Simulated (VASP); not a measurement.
The system is Ga.

```
Ga
1.0
     2.77842    0.00000    0.00000
     0.00000    3.28161    0.00000
    -1.34343    0.00000    3.99027
Ga
2
Direct
  0.13460 0.75000 0.77017
  0.86540 0.25000 0.22983
```

Base run:

| Quantity | Value |
| --- | --- |
| Program | VASP 6.6.1 |
| Functional | LDA |
| Potentials or basis | VASP PAW LDA potentials, release 64 (Ga_d) |
| Cutoff | 520 eV |
| k mesh | 10 × 8 × 7 |
| Occupations | fermi-dirac, width 0.05 eV |
| Spin | no spin polarisation |

Its results: band gap on the k mesh zero (band 13 reaches 9.74 eV, above the bottom of band 14 at 1.49 eV); pressure -2.7 GPa; largest force 0.065 eV/Å.

Question: The run is repeated on the same cell with these changes: functional from LDA to PBEsol; potentials or basis from VASP PAW LDA potentials, release 64 (Ga_d) to VASP PAW PBE potentials, release 64 (Ga_d). What comes out?

Answer: Band gap on the k mesh zero (band 13 reaches 9.87 eV, above the bottom of band 14 at 1.54 eV); pressure -0.6 GPa; largest force 0.071 eV/Å.

Caveats: the PAW data sets were made with another functional, which shifts forces and pressure a little (some runs).
